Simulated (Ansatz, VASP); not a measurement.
## B4AsN3 in VASP and in Ansatz

File INCAR:

```
SYSTEM = B4AsN3
ALGO = Normal
EDIFF = 1E-7
ENCUT = 520
GGA = PE
ISIF = 2
ISMEAR = -1
LASPH = .True.
LCHARG = .False.
LREAL = .False.
LWAVE = .False.
NBANDS = 26
NELM = 60
PREC = Accurate
SIGMA = 0.02
```

File KPOINTS:

```
k-points
0
Gamma
  6 6 6
  0 0 0
```

File POSCAR:

```
B4AsN3
1.0
    3.9535267229      0.0000000000      0.0000000000
    0.0000000000      3.9535267229      0.0000000000
    0.0000000000      0.0000000000      3.9535267229
N B As
3 4 1
Direct
    0.5000000000      0.0000000000      0.0000000000
    0.0000000000      0.5000000000      0.0000000000
    0.0000000000      0.0000000000      0.5000000000
    0.2269582761      0.7730417239      0.7730417239
    0.7730417239      0.2269582761      0.7730417239
    0.7730417239      0.7730417239      0.2269582761
    0.2269582761      0.2269582761      0.2269582761
    0.5000000000      0.5000000000      0.5000000000
```

Input for Ansatz:

```yaml
crystal:
  lattice:
    - [3.9535267229, 0.0, 0.0]
    - [0.0, 3.9535267229, 0.0]
    - [0.0, 0.0, 3.9535267229]
  atoms:
    - { symbol: "N", position: [0.5, 0.0, 0.0] }
    - { symbol: B, position: [0.2269582761, 0.7730417239, 0.7730417239] }
    - { symbol: "N", position: [0.0, 0.5, 0.0] }
    - { symbol: B, position: [0.7730417239, 0.2269582761, 0.7730417239] }
    - { symbol: "N", position: [0.0, 0.0, 0.5] }
    - { symbol: B, position: [0.7730417239, 0.7730417239, 0.2269582761] }
    - { symbol: As, position: [0.5, 0.5, 0.5] }
    - { symbol: B, position: [0.2269582761, 0.2269582761, 0.2269582761] }
kpoints:
  mp_grid: { grid: [6, 6, 6] }
  band_path:
    path:
      - [[0.0, 0.0, 0.0], [-3.301816071412e-51, 0.5, 6.860586834097e-34], [0.5, 0.5, 5.257076893583e-34], [0.0, 0.0, 0.0], [0.5, 0.5, 0.5], [-3.301816071412e-51, 0.5, 6.860586834097e-34]]
      - [[0.5, 0.5, 0.5], [0.5, 0.5, 5.257076893583e-34]]
    npoints: 10
hamiltonian:
  xc: pbe
scf:
  occupations: { method: fermi_dirac, width: 0.02 }
  n_extra_bands: 6
output:
  forces: true
  stress: true
  eigenvalues: true
```

Alike in both runs: task single point; functional PBE; k mesh 6 × 6 × 6; occupations fermi-dirac, width 0.02 eV; no spin polarisation.

|  | VASP | Ansatz |
| --- | --- | --- |
| version | VASP 6.6.1 | Ansatz 0.2.0 |
| potentials or method | VASP PAW PBE potentials, release 64 (N, B, As) | plane waves, PAW |
| plane-wave cutoff (eV) | 520 | 420 |
| valence electrons in the cell | 32 | 42 |

```tsv
	VASP	Ansatz	Ansatz less VASP
gap on the k mesh at the Fermi level (eV)	0.73	0.74	+0.006
pressure (GPa)	4.2	3.2	-0.98
rms of the force components (eV/Å)	0.166	0.109	-0.0571
```

With one functional, cell and mesh, what is left measures potentials, basis and numerics. VASP's potentials hold 32 valence electrons a cell and Ansatz's 42, so a difference there can come from the potentials and not from the codes.
